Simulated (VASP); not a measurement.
Wanted: the native input for a VASP 6.6.1 run.

* Task: single point
* Functional: revPBE
* Dispersion: D3(BJ)
* Potentials or basis: VASP PAW PBE potentials, release 64 (Sr_sv, O)
* Cutoff: 520 eV
* k mesh: 9 × 9 × 9
* Occupations: fermi-dirac, width 0.05 eV
* Spin: no spin polarisation
* Dipole correction: no
* Further INCAR settings: ALGO = Normal; EDIFF = 1e-06; NBANDS = 15

The structure of SrO lies in POSCAR:

```
SrO
1.0
    0.0000000000      2.5139118308      2.5139118308
    2.5139118308      0.0000000000      2.5139118308
    2.5139118308      2.5139118308      0.0000000000
Sr O
1 1
Direct
    0.5000000000      0.5000000000      0.5000000000
    0.0000000000      0.0000000000      0.0000000000
```

One way to write it, as run:

INCAR

```
SYSTEM = SrO
PREC     = Accurate       ! precision mode
ENCUT    = 520            ! plane-wave cutoff, eV
EDIFF    = 1E-6           ! SCF threshold, eV
ISMEAR   = -1             ! smearing method
SIGMA    = 0.05           ! smearing width, eV
LREAL    = .False.        ! projectors in reciprocal space
LASPH    = .True.         ! aspherical terms in the spheres
NELM     = 60             ! most SCF steps
ALGO     = Normal         ! electronic algorithm
ISIF     = 2              ! what is computed and relaxed
LWAVE    = .False.        ! write WAVECAR
LCHARG   = .True.         ! write CHGCAR
GGA      = RE             ! functional
IVDW     = 12             ! dispersion correction
LELF     = .True.         ! ELF
LVHAR    = .True.       
NBANDS   = 15             ! bands
```

KPOINTS

```
regular mesh
0
Gamma
  9 9 9
  0 0 0
```

Potentials or basis: VASP PAW PBE potentials, release 64 (Sr_sv, O).

Command:

```sh
$ cat potpaw_PBE.64/Sr_sv/POTCAR potpaw_PBE.64/O/POTCAR > POTCAR
$ mpirun -np 1 vasp_std > vasp.out
```

Results of the run:

- Pressure: 8.5 GPa
- Band gap on the k mesh: 3.36 eV, indirect (least direct gap 3.41 eV)
- Dispersion energy per atom: -0.474 eV

Caveat: the PAW data sets were made with another functional, which shifts forces and pressure a little.

Run time: 19 s on 1 thread of AMD EPYC 7R43 64-Core Processor (Zen 3), with other jobs on the host, peak memory 0.14 GiB.
